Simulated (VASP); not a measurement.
# Ca2HO2 in VASP: notebook

Runs on Ca2HO2. Level: LDA. Tasks: single point.

All numbers are computed with VASP 6.6.1; they aren't measurements. Logs are shortened: lines on timing, memory, paths and dates and some standing lists are left out, and cuts for length are marked.

**1. The cell of the first run**

The cell holds a slab with vacuum, 5 atoms: a = 3.329 Å, b = 3.329 Å, c = 19.655 Å, α = 90.00°, β = 90.00°, γ = 120.00°.

**2. Single point, LDA, collinear spin**

INCAR

```
PREC = Accurate
ENCUT = 520
EDIFF = 1E-7
ISMEAR = 0
SIGMA = 0.05
LREAL = False
LASPH = True
NELM = 150
ALGO = Normal
ISIF = 2
LWAVE = False
LCHARG = False
ISPIN = 2
MAGMOM = 0 0 0 0 1
LORBIT = 11
LDIPOL = True
IDIPOL = 3
DIPOL = 0.5 0.5 0.355
NBANDS = 28
```

KPOINTS

```
Automatic mesh
0
Gamma
  9 9 1
```

POSCAR

```
Ca2HO2
1.0
    3.3291210616      0.0000000000      0.0000000000
   -1.6645605308      2.8831034116      0.0000000000
    0.0000000000      0.0000000000     19.6554098218
O Ca H
2 2 1
Direct
    0.3333333333      0.6666666667      0.2035063138
    0.0000000000      0.0000000000      0.3640735492
    0.6666666667      0.3333333333      0.2726530778
    0.3333333333      0.6666666667      0.4149193477
    0.3333333333      0.6666666667      0.5217665852
```

Potentials or basis: VASP PAW LDA potentials, release 64 (O, Ca_sv, H).

Command:

```bash
$ cat potpaw_LDA.64/O/POTCAR potpaw_LDA.64/Ca_sv/POTCAR potpaw_LDA.64/H/POTCAR > POTCAR
$ mpirun -np 1 vasp_std > vasp.out
```

OUTCAR:

```text
PREC = Accurate
   ENCUT = 520
   EDIFF = 1E-7
   ISMEAR = 0
   LREAL = False
   LASPH = True
   NELM = 150
   ISIF = 2
   ISPIN = 2
   LORBIT = 11

 ion  position               nearest neighbor table
   1  0.333  0.667  0.204-   3 2.35   3 2.35   3 2.35
   2  0.000  0.000  0.364-   4 2.17   4 2.17   4 2.17
   3  0.667  0.333  0.273-   1 2.35   1 2.35   1 2.35
   4  0.333  0.667  0.415-   2 2.17   2 2.17   2 2.17
   5  0.333  0.667  0.522-

  LATTYP: Found a hexagonal cell.
 ALAT       =     3.3291210616
 C/A-ratio  =     5.9040838282

  Lattice vectors:

 A1 = (   3.3291210616,   0.0000000000,   0.0000000000)
 A2 = (  -1.6645605308,   2.8831034116,   0.0000000000)
 A3 = (   0.0000000000,   0.0000000000,  19.6554098218)

Analysis of symmetry for initial positions (statically):
=====================================================================
 Subroutine PRICEL returns:
 Original cell was already a primitive cell.

 Routine SETGRP: Setting up the symmetry group for a
 hexagonal supercell.

 Subroutine GETGRP returns: Found  6 space group operations
 (whereof  6 operations were pure point group operations)
 out of a pool of 24 trial point group operations.

The static configuration has the point symmetry C_3v.

Analysis of symmetry for dynamics (positions and initial velocities):
=====================================================================
 Subroutine PRICEL returns:
 Original cell was already a primitive cell.

 Routine SETGRP: Setting up the symmetry group for a
 hexagonal supercell.

 Subroutine GETGRP returns: Found  6 space group operations
 (whereof  6 operations were pure point group operations)
 out of a pool of 24 trial point group operations.

The dynamic configuration has the point symmetry C_3v.

Analysis of structural, dynamic, and magnetic symmetry:
=====================================================================
 Subroutine PRICEL returns:
 Original cell was already a primitive cell.

 Routine SETGRP: Setting up the symmetry group for a
 hexagonal supercell.

 Subroutine GETGRP returns: Found  6 space group operations
 (whereof  6 operations were pure point group operations)
 out of a pool of 24 trial point group operations.

The overall configuration has the point symmetry C_3v.

 Subroutine INISYM returns: Found  6 space group operations
 (whereof  6 operations are pure point group operations),
 and found     1 'primitive' translations

----------------------------------------------------------------------------------------

                                     Primitive cell

  volume of cell :     188.6566

  direct lattice vectors                    reciprocal lattice vectors
     3.329121062  0.000000000  0.000000000     0.300379584  0.173424234  0.000000000
    -1.664560531  2.883103412  0.000000000     0.000000000  0.346848468  0.000000000
     0.000000000  0.000000000 19.655409822     0.000000000  0.000000000  0.050876578

  length of vectors
     3.329121062  3.329121062 19.655409822     0.346848468  0.346848468  0.050876578

  position of ions in fractional coordinates (direct lattice)
     0.333333333  0.666666667  0.203506314
     0.000000000  0.000000000  0.364073549
     0.666666667  0.333333333  0.272653078
     0.333333333  0.666666667  0.414919348
     0.333333333  0.666666667  0.521766585

  ion indices of the primitive-cell ions
   primitive index   ion index
                 1           1
                 2           2
                 3           3
                 4           4
                 5           5

----------------------------------------------------------------------------------------

 KPOINTS: Automatic mesh

Automatic generation of k-mesh.
 Grid dimensions read from file:
 generate k-points for:    9    9    1

 Generating k-lattice:

  Cartesian coordinates                     Fractional coordinates (reciprocal lattice)
     0.033375509  0.019269359  0.000000000     0.111111111  0.000000000  0.000000000
     0.000000000  0.038538719  0.000000000     0.000000000  0.111111111  0.000000000
     0.000000000  0.000000000  0.050876578     0.000000000  0.000000000  1.000000000

  Length of vectors
     0.038538719  0.038538719  0.050876578

  Shift w.r.t. Gamma in fractional coordinates (k-lattice)
     0.000000000  0.000000000  0.000000000

 Subroutine IBZKPT returns following result:
 ===========================================

 Found     12 irreducible k-points:

 Following reciprocal coordinates:
            Coordinates               Weight
  0.000000  0.000000  0.000000      1.000000
  0.111111 -0.000000  0.000000      6.000000
  0.222222  0.000000  0.000000      6.000000
  0.333333  0.000000  0.000000      6.000000
  0.444444  0.000000  0.000000      6.000000
  0.111111  0.111111  0.000000      6.000000
  0.222222  0.111111  0.000000     12.000000
  0.333333  0.111111  0.000000     12.000000
  0.444444  0.111111  0.000000      6.000000
  0.222222  0.222222  0.000000      6.000000
  0.333333  0.222222  0.000000     12.000000
  0.333333  0.333333  0.000000      2.000000
   k-points           NKPTS =     12   k-points in BZ     NKDIM =     12   number of bands    NBANDS=     28
   number of dos      NEDOS =    301   number of ions     NIONS =      5
   total plane-waves  NPLWV = 117600
   dimension x,y,z NGX =    28 NGY =   28 NGZ =  150
   dimension x,y,z NGXF=    56 NGYF=   56 NGZF=  300
   ions per type =               2   2   1
   NGX,Y,Z   is equivalent  to a cutoff of  13.98, 13.98, 12.69 a.u.
   NGXF,Y,Z  is equivalent  to a cutoff of  27.96, 27.96, 25.37 a.u.
 SYSTEM =  unknown system
   PREC   = accura    normal or accurate (medium, high low for compatibility)
   ISTART =      0    job   : 0-new  1-cont  2-samecut
   ICHARG =      2    charge: 1-file 2-atom 10-const
   ISPIN  =      2    spin polarized calculation?
   LNONCOLLINEAR =      F non collinear calculations
   LSORBIT =      F    spin-orbit coupling
   LASPH  =      T    aspherical Exc in radial PAW
   ENCUT  =  520.0 eV  38.22 Ry    6.18 a.u.   6.19  6.19 36.55*2*pi/ulx,y,z
   NELM   =    150;   NELMIN=  2; NELMDL= -5     # of ELM steps
   EDIFF  = 0.1E-06   stopping-criterion for ELM
   LREAL  =      F    real-space projection
   EDIFFG = 0.1E-05   stopping-criterion for IOM
   NSW    =      0    number of steps for IOM
   IBRION =     -1    ionic relax: 0-MD 1-quasi-New 2-CG
   NFREE  =      0    steps in history (QN), initial steepest desc. (CG)
   ISIF   =      2    stress and relaxation
   ISYM   =      2    0-nonsym 1-usesym 2-fastsym
   POTIM  = 0.5000    time-step for ionic-motion
   TEBEG  =    0.0;   TEEND  =   0.0 temperature during run
   PSTRESS=    0.0 pullay stress
   NELECT =      33.0000    total number of electrons
   NUPDOWN=      -1.0000    fix difference up-down
   EMIN   =  10.00;   EMAX   =-10.00  energy-range for DOS
   EFERMI =   0.00;   METHOD = LEGACY
   ISMEAR =     0;   SIGMA  =   0.05  broadening in eV -4-tet -1-fermi 0-gaus
   EFERMI_NEDOS =   21; number of points for ismear=-14 and -15
   IALGO  =     38    algorithm
   IMIX   =      4    mixing-type and parameters
     AMIX     =   0.40;   BMIX     =  1.00
     AMIX_MAG =   1.60;   BMIX_MAG =  1.00
  volume/ion in A,a.u.               =      37.73       254.62
  Fermi-wavevector in a.u.,A,eV,Ry     =   0.915564  1.730166 11.405192  0.838258
  Thomas-Fermi vector in A             =   2.040320
   LORBIT       =     11    0 simple, 1 ext, 2 COOP (PROOUT), +10 PAW based schemes
   GGA     = CA    functional components
   LHFCALC =     F    Hartree Fock is set to
   AEXX    =    0.0000 exact exchange contribution
   IVDW    =     0    specifies the selected vdW correction
   LEPSILON=     F    determine dielectric tensor
   LRPA    =     F    only Hartree local field effects (RPA)
 spin polarized calculation
 Gauss-broadening in eV      SIGMA  =   0.05
  energy-cutoff  :      520.00
  volume of cell :      188.66
 maximum number of plane-waves:      5112
 NGX is ok and might be reduce to    28
   NGX = 13   NGY = 13   NGZ = 73

 dipolmoment           0.000000      0.000000      0.036005 electrons x Angstroem

 number of electron      33.0000002 magnetization       0.0404531

 number of electron      33.0000002 magnetization      -0.2260095

 dipolmoment           0.000000      0.000000     -0.131250 electrons x Angstroem

 Free energy of the ion-electron system (eV)
  ---------------------------------------------------
  ext. energy  EPLUGINS =         0.00000000
  ---------------------------------------------------
  free energy    TOTEN  =       -25.50007874 eV

  energy without entropy =      -25.49303439  energy(sigma->0) =      -25.49655657

 E-fermi :  -4.3766     XC(G=0):  -4.4114

 val. band max:       -4.3820517482   @ k =   0.3333   0.1111   0.0000
 cond. band min:      -4.3285151680   @ k =   0.4444   0.0000   0.0000
 fundamental gap:      0.0535365802
 Fermi energy:        -4.3765975016

 spin component 1

 k-point     1 :       0.0000    0.0000    0.0000
  band No.  band energies     occupation
      1     -43.7523      1.00000
      2     -42.9202      1.00000
      3     -25.5977      1.00000
      4     -24.9113      1.00000
      5     -24.9113      1.00000
      6     -24.3455      1.00000
[... 20 lines left out ...]
     27       2.0693      0.00000
     28       3.2263      0.00000

 k-point     2 :       0.1111   -0.0000    0.0000
  band No.  band energies     occupation
      1     -43.7403      1.00000
      2     -42.9103      1.00000
      3     -25.6055      1.00000
      4     -25.0058      1.00000
      5     -24.9309      1.00000
      6     -24.3280      1.00000
[... 302 lines left out ...]
 k-point    12 :       0.3333    0.3333    0.0000
  band No.  band energies     occupation
      1     -43.6353      1.00000
      2     -42.8246      1.00000
      3     -26.0012      1.00000
      4     -25.3741      1.00000
      5     -25.0492      1.00000
      6     -24.5332      1.00000
[... 20 lines left out ...]
     27       3.6550      0.00000
     28       4.6935      0.00000
 Fermi energy:        -4.3765975016

 spin component 2

 k-point     1 :       0.0000    0.0000    0.0000
  band No.  band energies     occupation
      1     -43.7310      1.00000
      2     -42.9229      1.00000
      3     -25.5653      1.00000
      4     -24.8967      1.00000
      5     -24.8967      1.00000
      6     -24.3748      1.00000
[... 20 lines left out ...]
     27       2.0578      0.00000
     28       3.2470      0.00000

 k-point     2 :       0.1111   -0.0000    0.0000
  band No.  band energies     occupation
      1     -43.7190      1.00000
      2     -42.9130      1.00000
      3     -25.5756      1.00000
      4     -24.9874      1.00000
      5     -24.9163      1.00000
      6     -24.3593      1.00000
[... 302 lines left out ...]
 k-point    12 :       0.3333    0.3333    0.0000
  band No.  band energies     occupation
      1     -43.6138      1.00000
      2     -42.8270      1.00000
      3     -25.9899      1.00000
      4     -25.3605      1.00000
      5     -25.0086      1.00000
      6     -24.5625      1.00000
[... 20 lines left out ...]
     27       3.5737      0.00000
     28       4.7996      0.00000

------------------------ aborting loop because EDIFF is reached ----------------------------------------

 vacuum level on the upper side and lower side of the slab       (xc-potential included)        -1.220         1.186

  FORCE on cell =-STRESS in cart. coord.  units (eV):
  Direction    XX          YY          ZZ          XY          YZ          ZX
  --------------------------------------------------------------------------------------
  -------------------------------------------------------------------------------------
  Total        1.5835381      1.5835381     -4.1864834      0.0000000      0.0000000      0.0000000
  in kB       13.4482936     13.4482936    -35.5539649      0.0000000      0.0000000      0.0000000
  external PRESSURE =      -2.8857926 kB  Pullay stress =       0.0000000 kB

 VOLUME and BASIS-vectors are now :
 -----------------------------------------------------------------------------
  energy-cutoff  :      520.00
  volume of cell :      188.66
      direct lattice vectors                 reciprocal lattice vectors
     3.329121062  0.000000000  0.000000000     0.300379584  0.173424234  0.000000000
    -1.664560531  2.883103412  0.000000000     0.000000000  0.346848468  0.000000000
     0.000000000  0.000000000 19.655409822     0.000000000  0.000000000  0.050876578

 POSITION                                       TOTAL-FORCE (eV/Angst)
 -----------------------------------------------------------------------------------
     -0.00000      1.92207      4.00000        -0.000000      0.000000      2.952257
      0.00000      0.00000      7.15601        -0.000000      0.000000     -0.678808
      1.66456      0.96103      5.35911         0.000000      0.000000     -2.665257
     -0.00000      1.92207      8.15541         0.000000     -0.000000      0.385748
     -0.00000      1.92207     10.25554        -0.000000     -0.000000      0.006060
 -----------------------------------------------------------------------------------
    total drift:                               -0.000000      0.000000      0.000655

  FREE ENERGIE OF THE ION-ELECTRON SYSTEM (eV)
  ---------------------------------------------------
  free  energy   TOTEN  =       -25.5000787412 eV

  energy  without entropy=      -25.4930343949  energy(sigma->0) =      -25.49655657

 vacuum level on the upper side and lower side of the slab         2.615         5.087

 total charge

# of ion       s       p       d       tot
------------------------------------------
    1        1.580   3.199   0.000   4.779
    2        1.548   3.455   0.000   5.003
    3        2.047   5.852   0.308   8.206
    4        2.070   5.876   0.401   8.347
    5        0.428   0.002   0.000   0.430
--------------------------------------------------
tot          7.672  18.384   0.709  26.764

 magnetization (x)

# of ion       s       p       d       tot
------------------------------------------
    1       -0.005  -0.496   0.000  -0.501
    2        0.000   0.001   0.000   0.001
    3        0.004  -0.002  -0.005  -0.003
    4        0.002   0.006   0.018   0.026
    5        0.150   0.000   0.000   0.151
--------------------------------------------------
tot          0.151  -0.489   0.013  -0.325
```

It took 12 min on 1 thread of Intel Xeon 8259CL, shared host; peak memory 0.36 GiB.

Results:

```
Free energy                                           : -25.5001 eV
Largest force                                         : 2.952 eV/Å
Net moment                                            : -0.23 μB per cell
Site moments                                          : O -0.50, +0.00; Ca -0.00, +0.03; H +0.15 μB
Valence electrons inside the program's atomic spheres : O 4.78, 5.00; Ca 8.21, 8.35; H 0.43
```

Forces in eV/Å, atoms in the order of the input:
```
O    0.000  0.000  2.952
O    0.000  0.000 -0.679
Ca   0.000  0.000 -2.665
Ca   0.000  0.000  0.386
H    0.000  0.000  0.006
```

Caveat: a moment this small can come from the mesh or the smearing.

(Continued in part 2 of 2.)
